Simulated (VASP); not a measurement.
Input of a VASP 6.6.1 run:

INCAR

```
SYSTEM = ZnIr
ALGO = Normal
EDIFF = 1E-7
EDIFFG = -0.01
ENCUT = 500
GGA = PS
GGA_COMPAT = .False.
IBRION = 2
ISIF = 4
ISMEAR = 0
IVDW = 12
LASPH = .True.
LCHARG = .False.
LREAL = .False.
LWAVE = .False.
NELM = 120
NELMIN = 4
NSW = 80
PREC = Accurate
SIGMA = 0.3
```

File KPOINTS:

```
k-points
0
Gamma
  7 7 5
  0 0 0
```

Contents of POSCAR:

```
ZnIr
1.0
    2.7771790600      0.0000000000      0.0000000000
   -1.3885895300      2.4051076200      0.0000000000
    0.0000000000      0.0000000000      4.1638620700
Zn Ir
1 1
Direct
    0.6666666700      0.3333333300      0.5000000000
    0.0000000000      0.0000000000      0.0000000000
```

Potentials or basis: VASP PAW PBE potentials, release 64 (Zn, Ir).

Launch:

```console
$ cat potpaw_PBE.64/Zn/POTCAR potpaw_PBE.64/Ir/POTCAR > POTCAR
$ mpirun -np 1 vasp_std > vasp.out
```

Problem. Predict the dispersion energy per atom.

Solution. -0.547 eV.

Final structure:
```
Zn Ir
1.0
     2.77608    0.00000    0.00000
    -1.38804    2.40415    0.00000
     0.00000    0.00000    4.16717
Zn Ir
1 1
Direct
  0.66667 0.33333 0.50000
  0.00000 0.00000 0.00000
```

Caveat: the k points lie up to 0.37 Å⁻¹ apart in the final cell.
